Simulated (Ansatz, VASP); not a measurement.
**One calculation of W, two programs**

Contents of INCAR:

```
PREC = Accurate ; ENCUT = 520
EDIFF = 1E-6 ; ISMEAR = 0
SIGMA = 0.15 ; LREAL = False
LASPH = True ; NELM = 60
ALGO = Fast ; ISIF = 2
LWAVE = False ; LCHARG = True
GGA = PE ; LELF = True
LVHAR = True ; NBANDS = 13
```

KPOINTS

```
regular mesh
0
Gamma
  20 20 20
```

File POSCAR:

```
W
1.0
    0.0000000000      2.0909000000      2.0300000000
    2.0909000000      0.0000000000      2.0300000000
    2.0909000000      2.0909000000      0.0000000000
W
1
Direct
    0.0000000000      0.0000000000      0.0000000000
```

Input for Ansatz:

```yaml
crystal:
  lattice:
    - [0.0, 2.0909, 2.03]
    - [2.0909, 0.0, 2.03]
    - [2.0909, 2.0909, 0.0]
  atoms:
    - { symbol: W, position: [0.0, 0.0, 0.0] }
basis:
  ecutwfc: 420
kpoints:
  mp_grid: { grid: [20, 20, 20] }
hamiltonian:
  xc: pbe
scf:
  occupations: { method: gaussian, width: 0.15 }
output:
  forces: true
  stress: true
  eigenvalues: true
```

Change from the starting cell: strain +0.030 along x and y, +0.000 along z, atoms carried along.

Alike in both runs: task single point; functional PBE; k mesh 20 × 20 × 20; occupations gaussian, width 0.15 eV; no spin polarisation.

|  | VASP | Ansatz |
| --- | --- | --- |
| version | VASP 6.6.1 | Ansatz 0.2.0 |
| potentials or method | VASP PAW PBE potentials, release 64 (W_sv), cutoff 520 eV | scalar-relativistic, plane waves, PAW |
| valence electrons in the cell | 14 | 14 |

Ansatz gave:

* gap on the k mesh at the Fermi level (eV): none
* pressure (GPa): -18.4
* traceless stress, the component that is largest in VASP (GPa): -5.94

Estimate VASP's values.

gap on the k mesh at the Fermi level (eV): none; pressure (GPa): -18.2; traceless stress, the component that is largest in VASP (GPa): -5.96.

A gap of «none» marks a metal or a gap that the smearing closes.

Spin-orbit coupling is off throughout.
